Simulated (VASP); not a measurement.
Input of a VASP 6.6.1 run:

File INCAR:

```
SYSTEM = C
ALGO = Normal
EDIFF = 1E-7
ENCUT = 520
GGA = PE
ISIF = 2
ISMEAR = 0
IVDW = 13
LASPH = .TRUE.
LCHARG = .FALSE.
LREAL = .FALSE.
LWAVE = .FALSE.
NBANDS = 16
NELM = 100
PREC = Accurate
SIGMA = 0.01
```

File KPOINTS:

```
k-points
0
G
  18 18 18
  0 0 0
```

POSCAR

```
C
1.0
    1.2299362330      0.7101040152      6.8500834759
   -1.2299362330      0.7101040152      6.8500834759
    0.0000000000     -1.4202080305      6.8500834759
C
4
Direct
    0.0811307187      0.0811307187      0.0811307187
    0.9188692813      0.9188692813      0.9188692813
    0.2521803844      0.2521803844      0.2521803844
    0.7478196156      0.7478196156      0.7478196156
```

Potentials or basis: VASP PAW PBE potentials, release 64 (C).

Command:

```console
$ cat potpaw_PBE.64/C/POTCAR > POTCAR
$ mpirun -np 1 vasp_std > vasp.out
```

Task: Estimate the dispersion energy per atom.

Result: -0.172 eV.

Task: Predict the pressure.

Result: 0.5 GPa.

Stress tensor (GPa, compression positive):
```
 0.73  0.00  0.00
 0.00  0.73  0.00
 0.00  0.00 -0.08
```
